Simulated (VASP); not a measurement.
Here is a VASP 6.6.1 calculation.

Contents of INCAR:

```
SYSTEM = Pt
PREC = Accurate
ENCUT = 520
EDIFF = 1E-6
ISMEAR = -1
SIGMA = 0.1
LREAL = .FALSE.
LASPH = .TRUE.
NELM = 80
ALGO = Normal
ISIF = 2
LWAVE = .FALSE.
LCHARG = .FALSE.
GGA = B5
ALDAX = 1.0
AGGAX = 1.0
AGGAC = 1.0
ALDAC = 0.0
NBANDS = 17
```

Contents of KPOINTS:

```
Automatic mesh
0
G
  10 10 10
  0 0 0
```

File POSCAR:

```
Pt
1.0
    0.0000000000      2.9847764324      2.9847764324
    2.9847764324      0.0000000000      2.9847764324
    2.9847764324      2.9847764324      0.0000000000
Pt
2
Direct
    0.1250000000      0.1250000000      0.1250000000
    0.8750000000      0.8750000000      0.8750000000
```

Potentials or basis: VASP PAW PBE potentials, release 64 (Pt).

Command:

```sh
$ cat potpaw_PBE.64/Pt/POTCAR > POTCAR
$ mpirun -np 1 vasp_std > vasp.out
```

Question: Estimate the band gap on the k mesh.

Answer: Zero (band 10 reaches 4.51 eV, above the bottom of band 11 at 4.00 eV).

Question: Estimate the pressure.

Answer: -2.9 GPa.

Caveat: the PAW data sets were made with another functional, which shifts forces and pressure a little; spin-orbit coupling is left out, which moves the levels of the heavy elements.
